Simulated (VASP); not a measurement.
# CeO2: phonons with PBE+U

CeO2:

```
Ce O
1.0
     0.00000    2.73591    2.73591
     2.73591    0.00000    2.73591
     2.73591    2.73591    0.00000
Ce O
1 2
Cartesian
  0.0000 0.0000 0.0000
  1.3680 1.3680 1.3680
  4.1039 4.1039 4.1039
```

This cell differs from its parent crystal: zone-centre phonons by finite displacements, with the field response.

* Program: VASP 6.6.1
* Task: phonons
* Functional: PBE
* Potentials or basis: VASP PAW PBE potentials, release 64 (Ce, O)
* Cutoff: 520 eV
* k mesh: 12 × 12 × 12
* Occupations: gaussian, width 0.01 eV
* Spin: no spin polarisation
* Hubbard terms: Ce f U = 5.0 eV
* Dipole correction: no
* Further INCAR settings: ALGO = Normal; EDIFF = 1e-08; NBANDS = 19; IBRION = 6; POTIM = 0.015; NSW = 1

* Highest phonon frequency at Γ, LO-TO splitting left out: 444 cm⁻¹

Phonon frequencies in cm⁻¹ (negative: imaginary):
```
              q point                    frequencies
(0.000, 0.000, 0.000)  0 0 0 285 285 285 444 444 444
```

Eigenvalues of the final occupation matrices:
```csv
site,spin,trace,eigenvalues
site 1 f,1,0.36,0.03 0.03 0.03 0.05 0.05 0.05 0.14
site 1 f,2,0.36,0.03 0.03 0.03 0.05 0.05 0.05 0.14
```

Wall time 6.5 min on 1 thread of Intel(R) Xeon(R) 6975P-C (Granite Rapids) (shared host), peak memory 0.48 GiB.

Caveat: the cell differs from its parent crystal (zone-centre phonons by finite displacements, with the field response); the cell wasn't relaxed at this level first, which shifts response properties; spin-orbit coupling is left out, which moves the levels of the heavy elements; the run has no spin polarisation, though such a crystal can be magnetic. Spin polarisation is off, so any magnetic state and its effect on volume and gap are missing.
